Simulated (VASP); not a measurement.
Here is a VASP 6.6.1 calculation.

File INCAR:

```
SYSTEM = MoS2
PREC = Accurate ; ENCUT = 520
EDIFF = 1E-6 ; ISMEAR = 0
SIGMA = 0.05 ; LREAL = .False.
LASPH = .True. ; NELM = 60
ALGO = Normal ; ISIF = 2
LWAVE = .False. ; LCHARG = .False.
LDIPOL = .True. ; IDIPOL = 3
DIPOL = 0.5 0.5 0.500 ; GGA = PS
NBANDS = 49
```

KPOINTS

```
Automatic mesh
0
Gamma
  9 9 1
  0 0 0
```

Contents of POSCAR:

```
MoS2
1.0
    3.1414322091      0.0000000000      0.0000000000
   -1.5707161046      2.7205600974      0.0000000000
    0.0000000000      0.0000000000     30.6970122376
S Mo
6 3
Direct
    0.6666666667      0.3333333333      0.2443234521
    0.6666666667      0.3333333333      0.3459031328
    0.3333333333      0.6666666667      0.4492101597
    0.3333333333      0.6666666667      0.5507898403
    0.6666666667      0.3333333333      0.6540968672
    0.6666666667      0.3333333333      0.7556765479
    0.3333333333      0.6666666667      0.2951132924
    0.6666666667      0.3333333333      0.5000000000
    0.3333333333      0.6666666667      0.7048867076
```

Potentials or basis: VASP PAW PBE potentials, release 64 (S, Mo_sv).

The run is started by

```console
$ cat potpaw_PBE.64/S/POTCAR potpaw_PBE.64/Mo_sv/POTCAR > POTCAR
$ mpirun -np 1 vasp_std > vasp.out
```

(1) Estimate the band gap on the k mesh.

(2) What does it give for the largest force?

Results:

(1) 1.28 eV (least direct gap 1.76 eV).

(2) 0.023 eV/Å.

Caveat: the PAW data sets were made with another functional, which shifts forces and pressure a little.
